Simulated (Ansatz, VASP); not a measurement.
**One calculation of GaN, two programs**

```
Ga N
1.0
     0.00000    2.05350    2.05350
     2.05350    0.00000    2.05350
     2.05350    2.05350    0.00000
Ga N
1 1
Direct
  0.00000 0.00000 0.00000
  0.50000 0.50000 0.50000
```

Alike in both runs: task single point; functional LDA; k mesh 12 × 12 × 12; occupations gaussian, width 0.02 eV; no spin polarisation.

|  | VASP | Ansatz |
| --- | --- | --- |
| version | VASP 6.6.1 | Ansatz 0.2.0 |
| potentials or method | VASP PAW LDA potentials, release 64 (Ga_d, N), cutoff 600 eV | scalar-relativistic, plane waves, PAW |
| valence electrons in the cell | 18 | 18 |

```csv
,VASP,Ansatz,Ansatz less VASP
gap on the k mesh at the Fermi level (eV),0.98,0.96,-0.020
least direct gap on the mesh (eV),3.98,3.95,-0.032
pressure (GPa),16.7,15.1,-1.64
```

LDA's correlation is that of Perdew and Zunger in VASP and of Perdew and Wang (1992) in Ansatz.
